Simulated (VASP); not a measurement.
Runs of VASP 6.6.1 on AgCl. The structure is that of space group Fm-3m (No. 225), or close to it. The cells are those of the table. 

```tsv
cell	gap on the mesh (eV)	pressure (GPa)
a = 3.922, b = 3.995 Å, angles 59.4, 58.8, 59.4°, 2 atoms	0.70	-2.8
a = 3.922, b = 3.951 Å, angles 59.8, 59.5, 59.8°, 2 atoms	(b)	(a)
a = 3.922, b = 4.010 Å, angles 59.3, 58.5, 59.3°, 2 atoms	0.69	-2.8
a = 3.923, b = 4.025 Å, angles 59.1, 58.3, 59.1°, 2 atoms	0.68	-2.8
```

Alike in all rows: task single point; level PBEsol; potentials or basis VASP PAW PBE potentials, release 64 (Ag, Cl); no spin polarisation; k mesh 8 × 8 × 8; cutoff (eV) 520; smearing gaussian 0.05 eV.

Task: Estimate the missing entries.

Result: (a) -2.7; (b) 0.72.

Caveats: the PAW data sets were made with another functional, which shifts forces and pressure a little.

A k mesh can miss the band edges, and the runs leave out spin-orbit coupling on Ag.
